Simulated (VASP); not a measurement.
# IrRh5 (P-6m2) in VASP: notebook, part 2 of 2

VASP 6.6.1.

## 3. Single point, PBE, collinear spin, ferromagnetic start

INCAR reads:

```
SYSTEM = IrRh5
PREC = Accurate
ENCUT = 520
EDIFF = 1E-6
ISMEAR = 0
SIGMA = 0.1
LREAL = .False.
LASPH = .True.
NELM = 150
ALGO = Normal
ISIF = 2
LWAVE = .False.
LCHARG = .False.
ISPIN = 2
MAGMOM = 1 1 1 1 1 1
LORBIT = 11
LMAXMIX = 4
GGA = PE
NBANDS = 55
```

KPOINTS reads:

```
regular mesh
0
Gamma
  6 6 2
  0 0 0
```

POSCAR reads:

```
IrRh5
1.0
    2.7282983000      0.0000000000      0.0000000000
   -1.3641492000      2.3627757000      0.0000000000
    0.0000000000      0.0000000000     13.1908402000
Ir Rh
1 5
Direct
    0.6666667000      0.3333333000      0.5000000000
    0.3333333000      0.6666667000      0.6666140000
    0.3333333000      0.6666667000      0.0000000000
    0.3333333000      0.6666667000      0.3333860000
    0.6666667000      0.3333333000      0.8340350000
    0.6666667000      0.3333333000      0.1659650000
```

Potentials or basis: VASP PAW PBE potentials, release 64 (Ir, Rh_pv).

Run with:

```sh
> cat potpaw_PBE.64/Ir/POTCAR potpaw_PBE.64/Rh_pv/POTCAR > POTCAR
> mpirun -np 1 vasp_std > vasp.out
```

OUTCAR:

```text
SYSTEM = IrRh5
   PREC = Accurate
   ENCUT = 520
   EDIFF = 1E-6
   ISMEAR = 0
   LREAL = .False.
   LASPH = .True.
   NELM = 150
   ISIF = 2
   ISPIN = 2
   LORBIT = 11
   GGA = PE

 ion  position               nearest neighbor table
   1  0.667  0.333  0.500-   2 2.70   4 2.70   2 2.70   4 2.70   2 2.70   4 2.70
   2  0.333  0.667  0.667-   1 2.70   1 2.70   1 2.70   5 2.71   5 2.71   5 2.71
   3  0.333  0.667  0.000-   5 2.70   6 2.70   5 2.70   6 2.70   5 2.70   6 2.70
   4  0.333  0.667  0.333-   1 2.70   1 2.70   1 2.70   6 2.71   6 2.71   6 2.71
   5  0.667  0.333  0.834-   3 2.70   3 2.70   3 2.70   2 2.71   2 2.71   2 2.71
   6  0.667  0.333  0.166-   3 2.70   3 2.70   3 2.70   4 2.71   4 2.71   4 2.71

  LATTYP: Found a hexagonal cell.
 ALAT       =     2.7282983000
 C/A-ratio  =     4.8348233036

  Lattice vectors:

 A1 = (   2.7282983000,   0.0000000000,   0.0000000000)
 A2 = (  -1.3641492000,   2.3627757000,   0.0000000000)
 A3 = (   0.0000000000,   0.0000000000,  13.1908402000)

Analysis of symmetry for initial positions (statically):
=====================================================================
 Subroutine PRICEL returns:
 Original cell was already a primitive cell.

 Routine SETGRP: Setting up the symmetry group for a
 hexagonal supercell.

 Subroutine GETGRP returns: Found 12 space group operations
 (whereof 12 operations were pure point group operations)
 out of a pool of 24 trial point group operations.

The static configuration has the point symmetry D_3h.

Analysis of symmetry for dynamics (positions and initial velocities):
=====================================================================
 Subroutine PRICEL returns:
 Original cell was already a primitive cell.

 Routine SETGRP: Setting up the symmetry group for a
 hexagonal supercell.

 Subroutine GETGRP returns: Found 12 space group operations
 (whereof 12 operations were pure point group operations)
[... 168 lines left out ...]
 Fermi energy:        11.1781418790

 spin component 1

 k-point     1 :       0.0000    0.0000    0.0000
  band No.  band energies     occupation
      1     -35.8491      1.00000
      2     -35.7462      1.00000
      3     -35.6140      1.00000
      4     -35.3927      1.00000
      5     -35.2475      1.00000
      6     -35.2462      1.00000
[... 787 lines left out ...]
     53      18.6872      0.00000
     54      20.5190      0.00000
 Fermi energy:        11.1781418790

 spin component 2

 k-point     1 :       0.0000    0.0000    0.0000
  band No.  band energies     occupation
      1     -35.8485      1.00000
      2     -35.7463      1.00000
      3     -35.6138      1.00000
      4     -35.3924      1.00000
      5     -35.2468      1.00000
      6     -35.2465      1.00000
[... 787 lines left out ...]
     53      18.6872      0.00000
     54      20.5190      0.00000
 [bands above 54 left out]

------------------------ aborting loop because EDIFF is reached ----------------------------------------

  FORCE on cell =-STRESS in cart. coord.  units (eV):
  Direction    XX          YY          ZZ          XY          YZ          ZX
  --------------------------------------------------------------------------------------
  -------------------------------------------------------------------------------------
  Total        1.2964991      1.2964991     -1.9015041     -0.0000000      0.0000000      0.0000000
  in kB       24.4284540     24.4284553    -35.8278736     -0.0000005      0.0000000      0.0000000
  external PRESSURE =       4.3430119 kB  Pullay stress =       0.0000000 kB

 VOLUME and BASIS-vectors are now :
 -----------------------------------------------------------------------------
  energy-cutoff  :      520.00
  volume of cell :       85.03
      direct lattice vectors                 reciprocal lattice vectors
     2.728298300  0.000000000  0.000000000     0.366528836  0.211615524  0.000000000
    -1.364149200  2.362775700  0.000000000     0.000000000  0.423231033  0.000000000
     0.000000000  0.000000000 13.190840200     0.000000000  0.000000000  0.075810182

 POSITION                                       TOTAL-FORCE (eV/Angst)
 -----------------------------------------------------------------------------------
      1.36415      0.78759      6.59542        -0.000000      0.000000      0.000000
     -0.00000      1.57518      8.79320         0.000000     -0.000000     -0.027764
     -0.00000      1.57518      0.00000         0.000000     -0.000000      0.000000
     -0.00000      1.57518      4.39764        -0.000000     -0.000000      0.027764
      1.36415      0.78759     11.00162        -0.000000      0.000000      0.018702
      1.36415      0.78759      2.18922        -0.000000      0.000000     -0.018702
 -----------------------------------------------------------------------------------
    total drift:                                0.000134     -0.000077      0.000000

  FREE ENERGIE OF THE ION-ELECTRON SYSTEM (eV)
  ---------------------------------------------------
  free  energy   TOTEN  =       -44.8325276145 eV

  energy  without entropy=      -44.7668195657  energy(sigma->0) =      -44.79967359

 total charge

# of ion       s       p       d       tot
------------------------------------------
    1        0.682   0.691   6.914   8.287
    2        0.396   6.297   7.062  13.755
    3        0.402   6.288   7.044  13.735
    4        0.396   6.297   7.062  13.755
    5        0.401   6.286   7.049  13.735
    6        0.401   6.286   7.049  13.735
--------------------------------------------------
tot          2.676  32.145  42.180  77.001

 magnetization (x)

# of ion       s       p       d       tot
------------------------------------------
    1       -0.000  -0.000  -0.000  -0.000
    2       -0.000  -0.000  -0.000  -0.000
    3        0.000   0.000   0.001   0.001
    4       -0.000  -0.000  -0.000  -0.000
    5       -0.000   0.000   0.000   0.000
    6       -0.000   0.000   0.000   0.000
--------------------------------------------------
tot         -0.000  -0.000   0.001   0.001
```

stdout:

```text
POSCAR found type information on POSCAR IrRh
 POSCAR found :  2 types and       6 ions
 scaLAPACK will be used
 LDA part: xc-table for (Slater+PW92), standard interpolation
 POSCAR, INCAR and KPOINTS ok, starting setup
 FFT: planning ... GRIDC
 FFT: planning ... GRID_SOFT
 FFT: planning ... GRID
 WAVECAR not read
 entering main loop
```

It took 1.8 min on 1 thread of Intel Xeon 6975P-C (Granite Rapids), shared host; peak memory 0.28 GiB.

Results:

```
Free energy                                           : -44.8325 eV
Pressure                                              : 0.4 GPa
Largest force                                         : 0.028 eV/Å
Band gap on the k mesh                                : zero (filled and empty bands overlap)
Net moment                                            : 0.00 μB per cell
Valence electrons inside the program's atomic spheres : Ir 8.29; Rh 13.76, 13.73
```

Forces on the atoms (eV/Å):
```
Ir   0.000  0.000  0.000
Rh   0.000  0.000 -0.028
Rh   0.000  0.000  0.000
Rh   0.000  0.000  0.028
Rh   0.000  0.000  0.019
Rh   0.000  0.000 -0.019
```

Stress tensor (GPa, compression positive):
```
 2.44  0.00  0.00
 0.00  2.44  0.00
 0.00  0.00 -3.58
```

Caveat: the k points lie up to 0.44 Å⁻¹ apart; spin-orbit coupling is left out, which moves the levels of the heavy elements.
